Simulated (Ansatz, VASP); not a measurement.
# BiTe in VASP and in Ansatz

Contents of INCAR:

```
SYSTEM = BiTe
ALGO = Normal
EDIFF = 1E-6
ENCUT = 520
GGA = PS
ISIF = 2
ISMEAR = 0
LASPH = .True.
LCHARG = .False.
LREAL = .False.
LWAVE = .False.
NBANDS = 18
NELM = 80
PREC = Accurate
SIGMA = 0.15
```

The input KPOINTS:

```
k-points
0
Gamma
  12 12 12
  0 0 0
```

POSCAR

```
BiTe
1.0
    2.5678392958      1.3987509848      3.4232854196
   -2.2775762498      1.3987509848      3.2112984894
    0.1451315230     -2.7975019696      3.3172919545
Bi Te
1 1
Direct
    0.5000000000      0.5000000000      0.5000000000
    0.0000000000      0.0000000000      0.0000000000
```

Input for Ansatz:

```yaml
crystal:
  lattice:
    - [2.5678392958, 1.3987509848, 3.4232854196]
    - [-2.2775762498, 1.3987509848, 3.2112984894]
    - [0.145131523, -2.7975019696, 3.3172919545]
  atoms:
    - { symbol: Bi, position: [0.5, 0.5, 0.5] }
    - { symbol: Te, position: [0.0, 0.0, 0.0] }
basis:
  ecutwfc: 420
kpoints:
  mp_grid: { grid: [12, 12, 12] }
hamiltonian:
  xc: pbesol
scf:
  occupations: { method: gaussian, width: 0.15 }
output:
  forces: true
  stress: true
  eigenvalues: true
```

Change from the starting cell: strain +0.0875 x Voigt [0, 0, 0, 0, 1, 0], atoms carried along.

Alike in both runs: task single point; functional PBEsol; k mesh 12 × 12 × 12; occupations gaussian, width 0.15 eV; no spin polarisation.

|  | VASP | Ansatz |
| --- | --- | --- |
| version | VASP 6.6.1 | Ansatz 0.2.0 |
| potentials or method | VASP PAW PBE potentials, release 64 (Bi_d, Te), cutoff 520 eV | scalar-relativistic, plane waves, PAW |
| valence electrons in the cell | 21 | 31 |

```tsv
	VASP	Ansatz	Ansatz less VASP
gap on the k mesh at the Fermi level (eV)	none	none	-
pressure (GPa)	-2.1	-2.1	+0.03
traceless stress, the component that is largest in VASP (GPa)	-2.19	-2.18	+0.004
```

VASP's potentials were made for PBE, not for PBEsol. A gap of «none» marks a metal or a gap that the smearing closes. VASP's potentials hold 21 valence electrons a cell and Ansatz's 31, so a difference there can come from the potentials and not from the codes.

Spin-orbit coupling is off throughout.
